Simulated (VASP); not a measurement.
Li2S: single point with PBE

Crystal: Li2S.

```
Li S
1.0
     0.00000    2.85282    2.85282
     2.85282    0.00000    2.85282
     2.85282    2.85282    0.00000
Li S
2 1
Direct
  0.25000 0.25000 0.25000
  0.75000 0.75000 0.75000
  0.00000 0.00000 0.00000
```

```json
{
 "Program": "VASP 6.6.1",
 "Task": "single point",
 "Functional": "PBE",
 "Potentials or basis": "VASP PAW PBE potentials, release 64 (Li_sv, S)",
 "Cutoff": "750 eV",
 "k mesh": "8 × 8 × 8",
 "Occupations": "fermi-dirac, width 0.02 eV",
 "Spin": "no spin polarisation"
}
```

* Pressure: -0.1 GPa
* Band gap on the k mesh: 3.39 eV (least direct gap 4.25 eV)

Levels at points of the mesh, in eV from the valence-band top:
```
           k point  band 3  band 4  band 5  band 6  band 7  band 8  band 9  band 10
(0.00, 0.00, 0.00)  -11.01    0.00    0.00    0.00    4.25    6.23    6.23     6.23
(0.50, 0.00, 0.00)  -10.58   -2.86   -0.50   -0.50    6.08    6.57    6.57     8.39
(0.50, 0.50, 0.00)  -10.46   -2.16   -1.41   -1.41    3.39    7.07   11.06    11.06
```

Run time: 43 s on 1 thread of Intel Xeon 8259CL, on a shared host, peak memory 0.2 GiB.

A k mesh can miss the band edges. A hybrid or GW would open this gap; PBE tends to underestimate it.
